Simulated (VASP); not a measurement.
Input of a VASP 6.6.1 run:

The input INCAR:

```
PREC     = Accurate       # precision mode
ENCUT    = 520            # plane-wave cutoff, eV
EDIFF    = 1E-7           # SCF threshold, eV
ISMEAR   = 0              # smearing method
SIGMA    = 0.05           # smearing width, eV
LREAL    = F              # projectors in reciprocal space
LASPH    = T              # aspherical terms in the spheres
NELM     = 80             # most SCF steps
ALGO     = Normal         # electronic algorithm
ISIF     = 2              # what is computed and relaxed
LWAVE    = F              # write WAVECAR
LCHARG   = F              # write CHGCAR
GGA      = PE             # functional
NBANDS   = 26             # bands
```

The input KPOINTS:

```
regular mesh
0
Gamma
  12 12 6
```

File POSCAR:

```
ZnO
1.0
    3.1371723813      0.0000000000      0.0000000000
   -1.5685861907      2.7168709782      0.0000000000
    0.0000000000      0.0000000000      5.0260567788
Zn O
2 2
Direct
    0.3333333333      0.6666666667      0.5000000000
    0.6666666667      0.3333333333      0.0000000000
    0.6666666667      0.3333333333      0.3790100000
    0.3333333333      0.6666666667      0.8790100000
```

Potentials or basis: VASP PAW PBE potentials, release 64 (Zn, O).

The run is started by

```sh
$ cat potpaw_PBE.64/Zn/POTCAR potpaw_PBE.64/O/POTCAR > POTCAR
$ mpirun -np 1 vasp_std > vasp.out
```

Predict the pressure.

26.4 GPa.

Predict the largest force.

0.116 eV/Å.

What does it give for the band gap on the k mesh?

0.94 eV.

Stress tensor (GPa, compression positive):
```
25.63  0.00  0.00
 0.00 25.63  0.00
 0.00  0.00 28.07
```

Caveat: the cell stands under pressure. A hybrid or GW would open this gap; PBE tends to underestimate it.
